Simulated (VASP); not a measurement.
# Sn (P-1) in VASP: relaxation of the atoms with RPBE

Aim: the relaxation of the atoms of Sn with RPBE.

Program: VASP 6.6.1. These are calculated values, not measurements. Logs are shortened: lines on timing, memory, paths and dates and some standing lists are left out, and cuts for length are marked.

**1. The cell of the first run**

The typed cell holds 2 atoms: a = 4.455 Å, b = 4.455 Å, c = 4.455 Å, α = 97.40°, β = 97.40°, γ = 137.92°.

**2. Relaxation of the atoms, RPBE (atoms moved at random)**

INCAR

```
ALGO = Normal
EDIFF = 1E-7
EDIFFG = -0.01
ENCUT = 520
GGA = RP
IBRION = 2
ISIF = 2
ISMEAR = -1
LASPH = True
LCHARG = False
LREAL = False
LWAVE = False
NELM = 60
NSW = 60
PREC = Accurate
SIGMA = 0.15
```

KPOINTS

```
k-points
0
Gamma
  7 7 5
```

POSCAR

```
Sn
1.0
   -2.9401404553      2.9401404553      1.5993019889
    2.9401404553     -2.9401404553      1.5993019889
    2.9401404553      2.9401404553     -1.5993019889
Sn
2
Direct
    0.0003570000     -0.0012740000      0.0021880000
    0.7644700000      0.2657770000      0.5058040000
```

Potentials or basis: VASP PAW PBE potentials, release 64 (Sn_d).

Launch:

```console
$ cat potpaw_PBE.64/Sn_d/POTCAR > POTCAR
$ mpirun -np 1 vasp_std > vasp.out
```

OUTCAR:

```text
EDIFF = 1E-7
   EDIFFG = -0.01
   ENCUT = 520
   GGA = RP
   IBRION = 2
   ISIF = 2
   ISMEAR = -1
   LASPH = True
   LREAL = False
   NELM = 60
   NSW = 60
   PREC = Accurate

 ion  position               nearest neighbor table
   1  0.000  0.999  0.002-   2 3.02   2 3.05   2 3.06   2 3.06
   2  0.764  0.266  0.506-   1 3.02   1 3.05   1 3.06   1 3.06

  LATTYP: Found a body centered tetragonal cell.
 ALAT       =     5.8802809106
 C/A-ratio  =     0.5439542815

  Lattice vectors:

 A1 = (  -2.9401404553,   2.9401404553,   1.5993019889)
 A2 = (   2.9401404553,  -2.9401404553,   1.5993019889)
 A3 = (   2.9401404553,   2.9401404553,  -1.5993019889)

Analysis of symmetry for initial positions (statically):
=====================================================================
 Subroutine PRICEL returns:
 Original cell was already a primitive cell.

 Routine SETGRP: Setting up the symmetry group for a
 body centered tetragonal supercell.

 Subroutine GETGRP returns: Found  2 space group operations
 (whereof  1 operations were pure point group operations)
 out of a pool of 16 trial point group operations.

The static configuration has the point symmetry C_1 .
 The point group associated with its full space group is S_2 .

Analysis of symmetry for dynamics (positions and initial velocities):
=====================================================================
 Subroutine PRICEL returns:
 Original cell was already a primitive cell.

 Routine SETGRP: Setting up the symmetry group for a
 body centered tetragonal supercell.

 Subroutine GETGRP returns: Found  2 space group operations
 (whereof  1 operations were pure point group operations)
 out of a pool of 16 trial point group operations.

The dynamic configuration has the point symmetry C_1 .
 The point group associated with its full space group is S_2 .

 Subroutine INISYM returns: Found  2 space group operations
 (whereof  1 operations are pure point group operations),
 and found     1 'primitive' translations

----------------------------------------------------------------------------------------

                                     Primitive cell

  volume of cell :      55.3002

  direct lattice vectors                    reciprocal lattice vectors
    -2.940140455  2.940140455  1.599301989     0.000000000  0.170059903  0.312636390
[... 116 lines left out ...]
   POTIM  = 0.5000    time-step for ionic-motion
   TEBEG  =    0.0;   TEEND  =   0.0 temperature during run
   PSTRESS=    0.0 pullay stress
   NELECT =      28.0000    total number of electrons
   NUPDOWN=      -1.0000    fix difference up-down
   EMIN   =  10.00;   EMAX   =-10.00  energy-range for DOS
   EFERMI =   0.00;   METHOD = LEGACY
   ISMEAR =    -1;   SIGMA  =   0.15  broadening in eV -4-tet -1-fermi 0-gaus
   EFERMI_NEDOS =   21; number of points for ismear=-14 and -15
   IALGO  =     38    algorithm
   IMIX   =      4    mixing-type and parameters
     AMIX     =   0.40;   BMIX     =  1.00
     AMIX_MAG =   1.60;   BMIX_MAG =  1.00
  volume/ion in A,a.u.               =      27.65       186.59
  Fermi-wavevector in a.u.,A,eV,Ry     =   1.304824  2.465760 23.164816  1.702566
  Thomas-Fermi vector in A             =   2.435734
   LORBIT       =      0    0 simple, 1 ext, 2 COOP (PROOUT), +10 PAW based schemes
   GGA     = RP    functional components
   LHFCALC =     F    Hartree Fock is set to
   AEXX    =    0.0000 exact exchange contribution
   IVDW    =     0    specifies the selected vdW correction
   LEPSILON=     F    determine dielectric tensor
   LRPA    =     F    only Hartree local field effects (RPA)
 conjugate gradient relaxation of ions
 non-spin polarized calculation
  energy-cutoff  :      520.00
  volume of cell :       55.30
 maximum number of plane-waves:      1505
 NGX is ok and might be reduce to    36
   NGX = 17   NGY = 17   NGZ = 17

--------------------------------------- Ionic step        1  -------------------------------------------

 number of electron      27.9999998 magnetization

 Free energy of the ion-electron system (eV)
  ---------------------------------------------------
  ext. energy  EPLUGINS =         0.00000000
  ---------------------------------------------------
  free energy    TOTEN  =        -6.89416946 eV

  energy without entropy =       -6.81974471  energy(sigma->0) =       -6.85695708

------------------------ aborting loop because EDIFF is reached ----------------------------------------

  FORCE on cell =-STRESS in cart. coord.  units (eV):
  Direction    XX          YY          ZZ          XY          YZ          ZX
  --------------------------------------------------------------------------------------
  -------------------------------------------------------------------------------------
  Total        1.1072609      0.8368418      0.9900239     -0.0993382      0.0555106      0.1043950
  in kB       32.0799677     24.2452864     28.6833348     -2.8780621      1.6082735      3.0245699
  external PRESSURE =      28.3361963 kB  Pullay stress =       0.0000000 kB
[... 239 lines left out ...]
--------------------------------------- Ionic step        8  -------------------------------------------

 number of electron      27.9999998 magnetization

 Free energy of the ion-electron system (eV)
  ---------------------------------------------------
  ext. energy  EPLUGINS =         0.00000000
  ---------------------------------------------------
  free energy    TOTEN  =        -6.89552979 eV

  energy without entropy =       -6.82113977  energy(sigma->0) =       -6.85833478

 E-fermi :   7.8067     XC(G=0): -10.1361

 val. band max:        7.8049793611   @ k =  -0.2857   0.2857   0.0000
 cond. band min:       7.8266172053   @ k =   0.2857   0.1429   0.0000
 fundamental gap:      0.0216378442
 Fermi energy:         7.8067417936

 k-point     1 :       0.0000    0.0000    0.0000
  band No.  band energies     occupation
      1     -13.8374      2.00000
      2     -13.7609      2.00000
      3     -13.7186      2.00000
      4     -13.7088      2.00000
      5     -13.5727      2.00000
      6     -13.5650      2.00000
[... 481 lines left out ...]
      5     -13.6324      2.00000
      6     -13.5621      2.00000
[... 10 lines left out ...]
     17      11.5736      0.00000
     18      12.5089      0.00000

 [... further k-points ...]

------------------------ aborting loop because EDIFF is reached ----------------------------------------

  FORCE on cell =-STRESS in cart. coord.  units (eV):
  Direction    XX          YY          ZZ          XY          YZ          ZX
  --------------------------------------------------------------------------------------
  -------------------------------------------------------------------------------------
  Total        1.0328744      0.9091927      0.9855124     -0.1058873      0.0442025      0.0491666
  in kB       29.9248141     26.3414627     28.5526252     -3.0678057      1.2806501      1.4244739
  external PRESSURE =      28.2729673 kB  Pullay stress =       0.0000000 kB
[... 17 lines left out ...]
  FREE ENERGIE OF THE ION-ELECTRON SYSTEM (eV)
  ---------------------------------------------------
  free  energy   TOTEN  =        -6.8955297935 eV

  energy  without entropy=       -6.8211397683  energy(sigma->0) =       -6.85833478

 reached required accuracy - stopping structural energy minimisation
```

OSZICAR:

```text
N       E                     dE             d eps       ncg     rms          rms(c)
DAV:   1     0.201184698320E+03    0.20118E+03   -0.15097E+04  4428   0.241E+03
DAV:   2     0.109256125146E+02   -0.19026E+03   -0.18809E+03  4438   0.448E+02
DAV:   3    -0.634588394248E+01   -0.17271E+02   -0.17045E+02  5020   0.138E+02
[... 57 lines left out ...]
DAV:   1    -0.689485106653E+01    0.57886E-03   -0.29472E-01  4726   0.380E+00    0.801E-02
DAV:   2    -0.689552070922E+01   -0.66964E-03   -0.67244E-03  6184   0.843E-01    0.247E-02
DAV:   3    -0.689552818734E+01   -0.74781E-05   -0.66330E-05  5262   0.817E-02    0.226E-02
DAV:   4    -0.689552953395E+01   -0.13466E-05   -0.37944E-06  6564   0.231E-02    0.898E-03
DAV:   5    -0.689552983546E+01   -0.30152E-06   -0.24359E-07  3544   0.617E-03    0.108E-03
DAV:   6    -0.689552979350E+01    0.41966E-07   -0.59950E-08  2306   0.409E-03
   8 F= -.68955298E+01 E0= -.68583348E+01  d E =-.190606E-03
```

CONTCAR:

```text
Sn
   1.00000000000000
    -2.9401404552999999    2.9401404552999999    1.5993019889000000
     2.9401404552999999   -2.9401404552999999    1.5993019889000000
     2.9401404552999999    2.9401404552999999   -1.5993019889000000
  Sn
     2
Direct
     0.0034420167791223    0.0043051852691852    0.0037985849574588
     0.7613849832208816    0.2601978147308124    0.5041934150425357

  0.00000000E+00  0.00000000E+00  0.00000000E+00
  0.00000000E+00  0.00000000E+00  0.00000000E+00
```

It took 18 min on 1 thread of Oxide Virtual Turin-like, shared host; peak memory 0.24 GiB.

What came out:

```yaml
Free_energy: -6.8955 eV
Energy_gained_by_relaxing: 0.7 meV/atom
Ionic_steps: 8
Pressure_after_relaxing: 2.8 GPa
Largest_force_after_relaxing: 0.008 eV/Å
Band_gap_on_the_k_mesh: zero (bands 14 and 15 overlap by 3.18 eV)
```

Forces on the atoms (eV/Å):
```
Sn   0.001  0.004  0.007
Sn  -0.001 -0.004 -0.007
```

The path:
```csv
step,energy change (eV),largest force (eV/Å),pressure (GPa)
1,0.0000,0.0919,2.83
2,-0.0007,0.0591,2.83
3,-0.0011,0.0243,2.83
4,-0.0008,0.0561,2.83
5,-0.0012,0.0138,2.83
6,-0.0012,0.0124,2.83
7,-0.0013,0.0107,2.82
8,-0.0014,0.0078,2.83
```

Final structure:
```xyz
2
Lattice="-2.9401 2.9401 1.5993 2.9401 -2.9401 1.5993 2.9401 2.9401 -1.5993" Properties=species:S:1:pos:R:3 pbc="T T T"
Sn    0.0137    0.0086    0.0063
Sn    0.0088    2.9560    0.8275
```

Caveat: the cell differs from its parent crystal (atoms moved at random); the PAW data sets were made with another functional, which shifts forces and pressure a little; spin-orbit coupling is left out, which moves the levels of the heavy elements.

The gap in the log of VASP goes by the Fermi energy; the results here count the filled bands.